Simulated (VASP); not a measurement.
Write the native input for VASP 6.6.1 that does the following.

| Quantity | Value |
| --- | --- |
| Task | single point |
| Functional | PBEsol |
| Potentials or basis | VASP PAW PBE potentials, release 64 (C) |
| Cutoff | 520 eV |
| k mesh | 5 × 5 × 1 |
| Occupations | fermi-dirac, width 0.1 eV |
| Spin | no spin polarisation |
| Dipole correction | no |
| Further INCAR settings | ALGO = Normal; EDIFF = 1e-06; NBANDS = 16 |

The structure of C lies in POSCAR:

```
C
1.0
    2.4562280000      0.0000000000      0.0000000000
   -1.2281140000      2.1271558455      0.0000000000
    0.0000000000      0.0000000000     24.1339600000
C
4
Direct
    0.0000000000      0.0000000000      0.5704700000
    0.0000000000      0.0000000000      0.4295300000
    0.3333333333      0.6666666667      0.4295200000
    0.6666666667      0.3333333333      0.5704800000
```

The input as run:

INCAR

```
PREC     = Accurate       # precision mode
ENCUT    = 520            # plane-wave cutoff, eV
EDIFF    = 1E-6           # SCF threshold, eV
ISMEAR   = -1             # smearing method
SIGMA    = 0.1            # smearing width, eV
LREAL    = False          # projectors in reciprocal space
LASPH    = True           # aspherical terms in the spheres
NELM     = 80             # most SCF steps
ALGO     = Normal         # electronic algorithm
ISIF     = 2              # what is computed and relaxed
LWAVE    = False          # write WAVECAR
LCHARG   = False          # write CHGCAR
GGA      = PS             # functional
NBANDS   = 16             # bands
```

KPOINTS

```
Automatic mesh
0
Gamma
  5 5 1
```

Potentials or basis: VASP PAW PBE potentials, release 64 (C).

Run with:

```console
$ cat potpaw_PBE.64/C/POTCAR > POTCAR
$ mpirun -np 1 vasp_std > vasp.out
```

Results of the run:

| Item | Value |
| --- | --- |
| Largest force | 0.007 eV/Å |
| Band gap on the k mesh | 2.64 eV, direct |

Caveat: the k points lie up to 0.59 Å⁻¹ apart; the PAW data sets were made with another functional, which shifts forces and pressure a little.

Wall time 11 s on 1 thread of Intel Xeon 6975P-C (shared host), peak memory 0.22 GiB.
